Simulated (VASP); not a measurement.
# CuO (C2/c) in VASP: a series of runs

CuO is run at these levels: PBE; tasks: single point.

Everything below comes from runs of VASP 6.6.1. Logs are shortened: lines on timing, memory, paths and dates and some standing lists are left out, and cuts for length are marked.

### 1 The cell of the first run

It takes space group C2/c (No. 15, monoclinic). The conventional cell has a = 4.684 Å, b = 3.423 Å, c = 5.129 Å, α = 90.00°, β = 99.54°, γ = 90.00°. Within 2.6 Å of Cu (site symmetry -1) lie 4 O at 1.95 to 1.96 Å. O (site symmetry 2) has 6 Cu at 1.95 to 2.78 Å and 6 O at 2.62 to 2.90 Å within 3.0 Å.

### 2 Single point, PBE

Contents of INCAR:

```
PREC = Accurate
ENCUT = 520
EDIFF = 1E-6
ISMEAR = -1
SIGMA = 0.05
LREAL = False
LASPH = True
NELM = 60
ALGO = Normal
ISIF = 2
LWAVE = False
LCHARG = True
GGA = PE
LELF = True
LVHAR = True
NBANDS = 25
```

Contents of KPOINTS:

```
regular mesh
0
Gamma
  13 13 7
```

Contents of POSCAR:

```
CuO
1.0
    2.3418500000     -1.7113000000      0.0000000000
    2.3418500000      1.7113000000      0.0000000000
   -0.8500274268      0.0000000000      5.0578693947
Cu O
2 2
Direct
    0.5000000000      0.0000000000      0.5000000000
    0.0000000000      0.5000000000      0.0000000000
    0.4184000000      0.5816000000      0.7500000000
    0.5816000000      0.4184000000      0.2500000000
```

Potentials or basis: VASP PAW PBE potentials, release 64 (Cu, O).

Launch:

```bash
cat potpaw_PBE.64/Cu/POTCAR potpaw_PBE.64/O/POTCAR > POTCAR
mpirun -np 1 vasp_std > vasp.out
```

OUTCAR:

```text
PREC = Accurate
   ENCUT = 520
   EDIFF = 1E-6
   ISMEAR = -1
   LREAL = False
   LASPH = True
   NELM = 60
   ISIF = 2
   GGA = PE

 ion  position               nearest neighbor table
   1  0.500  0.000  0.500-   3 1.95   4 1.95   4 1.96   3 1.96
   2  0.000  0.500  0.000-   4 1.95   3 1.95   4 1.96   3 1.96
   3  0.418  0.582  0.750-   2 1.95   1 1.95   2 1.96   1 1.96
   4  0.582  0.418  0.250-   1 1.95   2 1.95   2 1.96   1 1.96

  LATTYP: Found a base centered monoclinic cell.
 ALAT       =     4.6837000000
 B/A-ratio  =     0.7307470589
 C/A-ratio  =     1.0950317057
 COS(beta)  =    -0.1657361228

  Lattice vectors:

 A1 = (   2.3418500000,  -1.7113000000,   0.0000000000)
 A2 = (   2.3418500000,   1.7113000000,   0.0000000000)
 A3 = (  -0.8500274268,   0.0000000000,   5.0578693947)

Analysis of symmetry for initial positions (statically):
=====================================================================
 Subroutine PRICEL returns:
 Original cell was already a primitive cell.

 Routine SETGRP: Setting up the symmetry group for a
 base centered monoclinic supercell.

 Subroutine GETGRP returns: Found  4 space group operations
 (whereof  2 operations were pure point group operations)
 out of a pool of  4 trial point group operations.

The static configuration has the point symmetry S_2 .
 The point group associated with its full space group is C_2h.

Analysis of symmetry for dynamics (positions and initial velocities):
=====================================================================
 Subroutine PRICEL returns:
 Original cell was already a primitive cell.

 Routine SETGRP: Setting up the symmetry group for a
 base centered monoclinic supercell.

 Subroutine GETGRP returns: Found  4 space group operations
 (whereof  2 operations were pure point group operations)
 out of a pool of  4 trial point group operations.

The dynamic configuration has the point symmetry S_2 .
 The point group associated with its full space group is C_2h.

 Subroutine INISYM returns: Found  4 space group operations
 (whereof  2 operations are pure point group operations),
 and found     1 'primitive' translations

----------------------------------------------------------------------------------------

                                     Primitive cell

  volume of cell :      40.5399

  direct lattice vectors                    reciprocal lattice vectors
     2.341850000 -1.711300000  0.000000000     0.213506416 -0.292175539  0.035881968
     2.341850000  1.711300000  0.000000000     0.213506416  0.292175539  0.035881968
    -0.850027427  0.000000000  5.057869395     0.000000000  0.000000000  0.197711709
[... 91 lines left out ...]
   NSW    =      0    number of steps for IOM
   IBRION =     -1    ionic relax: 0-MD 1-quasi-New 2-CG
   NFREE  =      0    steps in history (QN), initial steepest desc. (CG)
   ISIF   =      2    stress and relaxation
   ISYM   =      2    0-nonsym 1-usesym 2-fastsym
   POTIM  = 0.5000    time-step for ionic-motion
   TEBEG  =    0.0;   TEEND  =   0.0 temperature during run
   PSTRESS=    0.0 pullay stress
   NELECT =      34.0000    total number of electrons
   NUPDOWN=      -1.0000    fix difference up-down
   EMIN   =  10.00;   EMAX   =-10.00  energy-range for DOS
   EFERMI =   0.00;   METHOD = LEGACY
   ISMEAR =    -1;   SIGMA  =   0.05  broadening in eV -4-tet -1-fermi 0-gaus
   EFERMI_NEDOS =   21; number of points for ismear=-14 and -15
   IALGO  =     38    algorithm
   IMIX   =      4    mixing-type and parameters
     AMIX     =   0.40;   BMIX     =  1.00
     AMIX_MAG =   1.60;   BMIX_MAG =  1.00
  volume/ion in A,a.u.               =      10.13        68.39
  Fermi-wavevector in a.u.,A,eV,Ry     =   1.543856  2.917465 32.429379  2.383492
  Thomas-Fermi vector in A             =   2.649460
   LORBIT       =      0    0 simple, 1 ext, 2 COOP (PROOUT), +10 PAW based schemes
   GGA     = PE    functional components
   LHFCALC =     F    Hartree Fock is set to
   AEXX    =    0.0000 exact exchange contribution
   IVDW    =     0    specifies the selected vdW correction
   LEPSILON=     F    determine dielectric tensor
   LRPA    =     F    only Hartree local field effects (RPA)
 non-spin polarized calculation
  energy-cutoff  :      520.00
  volume of cell :       40.54
 maximum number of plane-waves:      1129
 NGX is ok and might be reduce to    24
   NGX = 11   NGY = 11   NGZ = 19

 number of electron      34.0000001 magnetization

 Free energy of the ion-electron system (eV)
  ---------------------------------------------------
  ext. energy  EPLUGINS =         0.00000000
  ---------------------------------------------------
  free energy    TOTEN  =       -19.53270590 eV

  energy without entropy =      -19.51518050  energy(sigma->0) =      -19.52394320

 E-fermi :   5.7264     XC(G=0): -11.9151

 val. band max:        5.7258057055   @ k =  -0.3846  -0.0000   0.2857
 cond. band min:       5.7270399684   @ k =  -0.4615   0.1538   0.2857
 fundamental gap:      0.0012342629
 Fermi energy:         5.7263902129

 k-point     1 :       0.0000    0.0000    0.0000
  band No.  band energies     occupation
      1     -14.2140      2.00000
      2     -12.8877      2.00000
      3      -2.4332      2.00000
      4       0.1582      2.00000
      5       0.5551      2.00000
      6       2.4035      2.00000
[... 661 lines left out ...]
     24      18.3308      0.00000
     25      20.5785      0.00000

 [... further k-points ...]

------------------------ aborting loop because EDIFF is reached ----------------------------------------

  FORCE on cell =-STRESS in cart. coord.  units (eV):
  Direction    XX          YY          ZZ          XY          YZ          ZX
  --------------------------------------------------------------------------------------
  -------------------------------------------------------------------------------------
  Total        1.6087603      1.8492047      1.4560607      0.0000000      0.0000000     -0.2987546
  in kB       63.5797887     73.0823904     57.5449508      0.0000000      0.0000000    -11.8070746
  external PRESSURE =      64.7357099 kB  Pullay stress =       0.0000000 kB

 VOLUME and BASIS-vectors are now :
 -----------------------------------------------------------------------------
  energy-cutoff  :      520.00
  volume of cell :       40.54
      direct lattice vectors                 reciprocal lattice vectors
     2.341850000 -1.711300000  0.000000000     0.213506416 -0.292175539  0.035881968
     2.341850000  1.711300000  0.000000000     0.213506416  0.292175539  0.035881968
    -0.850027427  0.000000000  5.057869395     0.000000000  0.000000000  0.197711709

 POSITION                                       TOTAL-FORCE (eV/Angst)
 -----------------------------------------------------------------------------------
      0.74591     -0.85565      2.52893        -0.000000      0.000000      0.000000
      1.17092      0.85565      0.00000        -0.000000      0.000000      0.000000
      1.70433      0.27928      3.79340         0.000000     -0.224451      0.000000
      2.12934     -0.27928      1.26447        -0.000000      0.224451     -0.000000
 -----------------------------------------------------------------------------------
    total drift:                                0.000000      0.000000     -0.000000

  FREE ENERGIE OF THE ION-ELECTRON SYSTEM (eV)
  ---------------------------------------------------
  free  energy   TOTEN  =       -19.5327058959 eV

  energy  without entropy=      -19.5151804980  energy(sigma->0) =      -19.52394320
```

Wall time 4.7 min (1 thread of Intel Xeon 8259CL, shared host); peak memory 0.38 GiB.

What came out:

* Free energy: -19.5327 eV
* Pressure: 6.5 GPa
* Largest force: 0.224 eV/Å
* Band gap on the k mesh: zero (bands 17 and 18 overlap by 0.61 eV)

Forces in eV/Å, atoms in the order of the input:
```
Cu   0.000  0.000  0.000
Cu   0.000  0.000  0.000
O    0.000 -0.224  0.000
O    0.000  0.224  0.000
```

Caveat: the cell stands under pressure; semilocal functionals often make such compounds metallic where correlation or magnetic order opens a gap, which also shifts bond lengths. With open d or f shells a metallic result of PBE can be an artefact of self-interaction; +U or a hybrid may open a gap.

### 3 Single point, PBE

Contents of INCAR:

```
SYSTEM = CuO
ALGO     = Normal         ! electronic algorithm
EDIFF    = 1E-6           ! SCF threshold, eV
ENCUT    = 820            ! plane-wave cutoff, eV
GGA      = PE             ! functional
GGA_COMPAT= .False.      
ISIF     = 2              ! what is computed and relaxed
ISMEAR   = -1             ! smearing method
LASPH    = .True.         ! aspherical terms in the spheres
LCHARG   = .True.         ! write CHGCAR
LELF     = .True.         ! ELF
LREAL    = .False.        ! projectors in reciprocal space
LVHAR    = .True.       
LWAVE    = .False.        ! write WAVECAR
NBANDS   = 33             ! bands
NELM     = 120            ! most SCF steps
PREC     = Accurate       ! precision mode
SIGMA    = 0.05           ! smearing width, eV
```

Contents of KPOINTS:

```
k-points
0
Gamma
  6 6 3
  0 0 0
```

POSCAR is that of step 2.

Potentials or basis: VASP PAW PBE potentials, release 64 (Cu_sv_GW, O).

Launch:

```bash
cat potpaw_PBE.64/Cu_sv_GW/POTCAR potpaw_PBE.64/O/POTCAR > POTCAR
mpirun -np 1 vasp_std > vasp.out
```

OUTCAR:

```text
SYSTEM = CuO
   EDIFF = 1E-6
   ENCUT = 820
   GGA = PE
   ISIF = 2
   ISMEAR = -1
   LASPH = .True.
   LREAL = .False.
   NELM = 120
   PREC = Accurate

 ion  position               nearest neighbor table
   1  0.500  0.000  0.500-   3 1.95   4 1.95   4 1.96   3 1.96
   2  0.000  0.500  0.000-   4 1.95   3 1.95   4 1.96   3 1.96
   3  0.418  0.582  0.750-   2 1.95   1 1.95   2 1.96   1 1.96
   4  0.582  0.418  0.250-   1 1.95   2 1.95   2 1.96   1 1.96

  LATTYP: Found a base centered monoclinic cell.
 ALAT       =     4.6837000000
 B/A-ratio  =     0.7307470589
 C/A-ratio  =     1.0950317057
 COS(beta)  =    -0.1657361228

  Lattice vectors:

 A1 = (   2.3418500000,  -1.7113000000,   0.0000000000)
 A2 = (   2.3418500000,   1.7113000000,   0.0000000000)
 A3 = (  -0.8500274268,   0.0000000000,   5.0578693947)

Analysis of symmetry for initial positions (statically):
=====================================================================
 Subroutine PRICEL returns:
 Original cell was already a primitive cell.

 Routine SETGRP: Setting up the symmetry group for a
 base centered monoclinic supercell.

 Subroutine GETGRP returns: Found  4 space group operations
 (whereof  2 operations were pure point group operations)
 out of a pool of  4 trial point group operations.

The static configuration has the point symmetry S_2 .
 The point group associated with its full space group is C_2h.

Analysis of symmetry for dynamics (positions and initial velocities):
=====================================================================
 Subroutine PRICEL returns:
 Original cell was already a primitive cell.

 Routine SETGRP: Setting up the symmetry group for a
 base centered monoclinic supercell.

 Subroutine GETGRP returns: Found  4 space group operations
 (whereof  2 operations were pure point group operations)
 out of a pool of  4 trial point group operations.

The dynamic configuration has the point symmetry S_2 .
 The point group associated with its full space group is C_2h.

 Subroutine INISYM returns: Found  4 space group operations
 (whereof  2 operations are pure point group operations),
 and found     1 'primitive' translations

----------------------------------------------------------------------------------------

                                     Primitive cell

  volume of cell :      40.5399

  direct lattice vectors                    reciprocal lattice vectors
     2.341850000 -1.711300000  0.000000000     0.213506416 -0.292175539  0.035881968
     2.341850000  1.711300000  0.000000000     0.213506416  0.292175539  0.035881968
    -0.850027427  0.000000000  5.057869395     0.000000000  0.000000000  0.197711709

  length of vectors
     2.900484289  2.900484289  5.128800000     0.363646877  0.363646877  0.197711709

  position of ions in fractional coordinates (direct lattice)
     0.500000000  0.000000000  0.500000000
     0.000000000  0.500000000  0.000000000
     0.418400000  0.581600000  0.750000000
     0.581600000  0.418400000  0.250000000

  ion indices of the primitive-cell ions
   primitive index   ion index
                 1           1
                 2           2
                 3           3
                 4           4

[... 21 lines left out ...]
 Subroutine IBZKPT returns following result:
 ===========================================

 Found     34 irreducible k-points:

 Following reciprocal coordinates:
            Coordinates               Weight
  0.000000  0.000000  0.000000      1.000000
  0.166667 -0.000000  0.000000      4.000000
  0.333333 -0.000000  0.000000      4.000000
  0.500000 -0.000000  0.000000      2.000000
  0.166667  0.166667  0.000000      2.000000
  0.333333  0.166667  0.000000      4.000000
[... 16 lines left out ...]
 -0.333333  0.166667  0.333333      4.000000
 -0.166667  0.166667  0.333333      4.000000
 [... further k-points ...]
   k-points           NKPTS =     34   k-points in BZ     NKDIM =     34   number of bands    NBANDS=     33
   number of dos      NEDOS =    301   number of ions     NIONS =      4
   total plane-waves  NPLWV =  37632
   dimension x,y,z NGX =    28 NGY =   28 NGZ =   48
   dimension x,y,z NGXF=    56 NGYF=   56 NGZF=   96
   ions per type =               2   2
   NGX,Y,Z   is equivalent  to a cutoff of  16.05, 16.05, 15.56 a.u.
   NGXF,Y,Z  is equivalent  to a cutoff of  32.10, 32.10, 31.12 a.u.
 SYSTEM =  CuO
   PREC   = accura    normal or accurate (medium, high low for compatibility)
   ISTART =      0    job   : 0-new  1-cont  2-samecut
   ICHARG =      2    charge: 1-file 2-atom 10-const
   ISPIN  =      1    spin polarized calculation?
   LNONCOLLINEAR =      F non collinear calculations
   LSORBIT =      F    spin-orbit coupling
   LASPH  =      T    aspherical Exc in radial PAW
   ENCUT  =  820.0 eV  60.27 Ry    7.76 a.u.   6.77  6.77 11.98*2*pi/ulx,y,z
   NELM   =    120;   NELMIN=  2; NELMDL= -5     # of ELM steps
   EDIFF  = 0.1E-05   stopping-criterion for ELM
   LREAL  =      F    real-space projection
   EDIFFG = 0.1E-04   stopping-criterion for IOM
   NSW    =      0    number of steps for IOM
   IBRION =     -1    ionic relax: 0-MD 1-quasi-New 2-CG
   NFREE  =      0    steps in history (QN), initial steepest desc. (CG)
   ISIF   =      2    stress and relaxation
   ISYM   =      2    0-nonsym 1-usesym 2-fastsym
   POTIM  = 0.5000    time-step for ionic-motion
   TEBEG  =    0.0;   TEEND  =   0.0 temperature during run
   PSTRESS=    0.0 pullay stress
   NELECT =      50.0000    total number of electrons
   NUPDOWN=      -1.0000    fix difference up-down
   EMIN   =  10.00;   EMAX   =-10.00  energy-range for DOS
   EFERMI =   0.00;   METHOD = LEGACY
   ISMEAR =    -1;   SIGMA  =   0.05  broadening in eV -4-tet -1-fermi 0-gaus
   EFERMI_NEDOS =   21; number of points for ismear=-14 and -15
   IALGO  =     38    algorithm
   IMIX   =      4    mixing-type and parameters
     AMIX     =   0.40;   BMIX     =  1.00
     AMIX_MAG =   1.60;   BMIX_MAG =  1.00
  volume/ion in A,a.u.               =      10.13        68.39
  Fermi-wavevector in a.u.,A,eV,Ry     =   1.755647  3.317692 41.937193  3.082297
  Thomas-Fermi vector in A             =   2.825352
   LORBIT       =      0    0 simple, 1 ext, 2 COOP (PROOUT), +10 PAW based schemes
   GGA     = PE    functional components
   LHFCALC =     F    Hartree Fock is set to
   AEXX    =    0.0000 exact exchange contribution
   IVDW    =     0    specifies the selected vdW correction
   LEPSILON=     F    determine dielectric tensor
   LRPA    =     F    only Hartree local field effects (RPA)
 non-spin polarized calculation
  energy-cutoff  :      820.00
  volume of cell :       40.54
 maximum number of plane-waves:      2183
   NGX = 13   NGY = 13   NGZ = 23

 number of electron      49.9999994 magnetization

 Free energy of the ion-electron system (eV)
  ---------------------------------------------------
  ext. energy  EPLUGINS =         0.00000000
  ---------------------------------------------------
  free energy    TOTEN  =       -19.68185850 eV

  energy without entropy =      -19.65802222  energy(sigma->0) =      -19.66994036

 E-fermi :   5.7776     XC(G=0): -12.2853

 val. band max:        5.7581840522   @ k =   0.5000  -0.0000   0.0000
 cond. band min:       5.7884829921   @ k =   0.5000   0.3333   0.3333
 fundamental gap:      0.0302989399
 Fermi energy:         5.7775661091

 k-point     1 :       0.0000    0.0000    0.0000
  band No.  band energies     occupation
      1    -106.8581      2.00000
      2    -106.8576      2.00000
      3     -64.3897      2.00000
      4     -64.3894      2.00000
      5     -64.3566      2.00000
      6     -64.3480      2.00000
[... 853 lines left out ...]
     32      19.6548      0.00000
     33      20.6342      0.00000

 [... further k-points ...]

------------------------ aborting loop because EDIFF is reached ----------------------------------------

  FORCE on cell =-STRESS in cart. coord.  units (eV):
  Direction    XX          YY          ZZ          XY          YZ          ZX
  --------------------------------------------------------------------------------------
  -------------------------------------------------------------------------------------
  Total        1.1274935      1.5388864      1.0742429      0.0000000      0.0000000     -0.2765381
  in kB       44.5596526     60.8183033     42.4551378      0.0000000      0.0000000    -10.9290591
  external PRESSURE =      49.2776979 kB  Pullay stress =       0.0000000 kB

 VOLUME and BASIS-vectors are now :
 -----------------------------------------------------------------------------
  energy-cutoff  :      820.00
  volume of cell :       40.54
      direct lattice vectors                 reciprocal lattice vectors
     2.341850000 -1.711300000  0.000000000     0.213506416 -0.292175539  0.035881968
     2.341850000  1.711300000  0.000000000     0.213506416  0.292175539  0.035881968
    -0.850027427  0.000000000  5.057869395     0.000000000  0.000000000  0.197711709

 POSITION                                       TOTAL-FORCE (eV/Angst)
 -----------------------------------------------------------------------------------
      0.74591     -0.85565      2.52893        -0.000000     -0.000000      0.000000
      1.17092      0.85565      0.00000        -0.000000      0.000000      0.000000
      1.70433      0.27928      3.79340         0.000000     -0.254318      0.000000
      2.12934     -0.27928      1.26447         0.000000      0.254318      0.000000
 -----------------------------------------------------------------------------------
    total drift:                                0.000000      0.000000      0.000000

  FREE ENERGIE OF THE ION-ELECTRON SYSTEM (eV)
  ---------------------------------------------------
  free  energy   TOTEN  =       -19.6818585049 eV

  energy  without entropy=      -19.6580222209  energy(sigma->0) =      -19.66994036
```

It took 45 s on 1 thread of Intel Xeon 6975P-C (Granite Rapids), shared host; peak memory 0.24 GiB.

What came out:

```
Free energy            : -19.6819 eV
Pressure               : 4.9 GPa
Largest force          : 0.254 eV/Å
Band gap on the k mesh : zero (bands 25 and 26 overlap by 0.46 eV)
```

Forces in eV/Å, atoms in the order of the input:
```
Cu   0.000  0.000  0.000
Cu   0.000  0.000  0.000
O    0.000 -0.254  0.000
O    0.000  0.254  0.000
```

Stress tensor (GPa, compression positive):
```
 4.46  0.00 -1.09
 0.00  6.08  0.00
-1.09  0.00  4.25
```

Caveat: the k points lie up to 0.41 Å⁻¹ apart; semilocal functionals underestimate gaps, and a narrow one can read as zero; semilocal functionals often make such compounds metallic where correlation or magnetic order opens a gap, which also shifts bond lengths.

The gap in the log of VASP goes by the Fermi energy; the results here count the filled bands.